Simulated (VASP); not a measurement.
Se:

```
CELL_PARAMETERS angstrom
2.81056 0.00000 0.00000
0.00000 2.81056 0.00000
0.00000 0.00000 2.81056
ATOMIC_POSITIONS crystal
Se 0.00000 0.00000 0.00000
```

Program: VASP 6.6.1. Alike in all runs: task single point; potentials or basis VASP PAW PBE potentials, release 64 (Se); no spin polarisation; cell as given; k mesh 9 × 9 × 9; cutoff (eV) 520.

Q: Order these runs on this cell by their pressure, lowest first.
A. level PBE; smearing gaussian 0.02 eV
B. level BLYP+D3(BJ); smearing tetrahedron
C. level RPBE; smearing gaussian 0.1 eV
D. level PBEsol+D3(BJ); smearing fermi-dirac 0.05 eV

A: D (-4.0 GPa), B (0.7 GPa), A (2.2 GPa), C (3.8 GPa).

Caveats: the PAW data sets were made with another functional, which shifts forces and pressure a little (some runs); pairwise dispersion overbinds metals, which lowers pressure and volume (some runs); tetrahedron occupations give inexact forces and stress in metals (some runs); three body term missing (some runs).
